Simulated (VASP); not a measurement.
Input of a VASP 6.6.1 run:

File POSCAR:

```
AlN
1.0
    3.0889974029      0.0000000000      0.0000000000
   -1.5444987015      2.6751502232      0.0000000000
    0.0000000000      0.0000000000      4.9440016551
Al N
2 2
Direct
    0.3333333333      0.6666666667     -0.0009813578
    0.6666666667      0.3333333333      0.4990186422
    0.3333333333      0.6666666667      0.3809813578
    0.6666666667      0.3333333333      0.8809813578
```

Contents of INCAR.step1:

```
SYSTEM = AlN
PREC = Accurate ; ENCUT = 520
ISMEAR = 0 ; SIGMA = 0.01
LREAL = .False. ; LASPH = .True.
NELM = 100 ; NBANDS = 16
GGA = PE ; ALGO = Normal
EDIFF = 1E-4 ; LWAVE = .True.
LCHARG = .False.
```

Contents of INCAR.step2:

```
SYSTEM = AlN
PREC = Accurate ; ENCUT = 520
EDIFF = 1E-6 ; ISMEAR = 0
SIGMA = 0.01 ; LREAL = .False.
LASPH = .True. ; NELM = 100
ALGO = Normal ; ISIF = 2
LWAVE = .False. ; LCHARG = .False.
METAGGA = R2SCAN ; LMIXTAU = .True.
NBANDS = 16 ; ISTART = 1
```

KPOINTS

```
Automatic mesh
0
Gamma
  8 8 4
  0 0 0
```

Potentials or basis: VASP PAW PBE potentials, release 64 (Al, N).

Launch:

```sh
$ cat potpaw_PBE.64/Al/POTCAR potpaw_PBE.64/N/POTCAR > POTCAR
$ cp INCAR.step1 INCAR
$ mpirun -np 1 vasp_std > vasp.out
$ cp INCAR.step2 INCAR
$ mpirun -np 1 vasp_std > vasp.out
```

Problem. Estimate the pressure.

Solution. 3.6 GPa.

Problem. What does it give for the band gap on the k mesh?

Solution. 5.08 eV, direct.

Caveat: the PAW data sets were made with another functional, which shifts forces and pressure a little. r2SCAN opens gaps a little over a GGA but as a rule still falls short of measured ones.
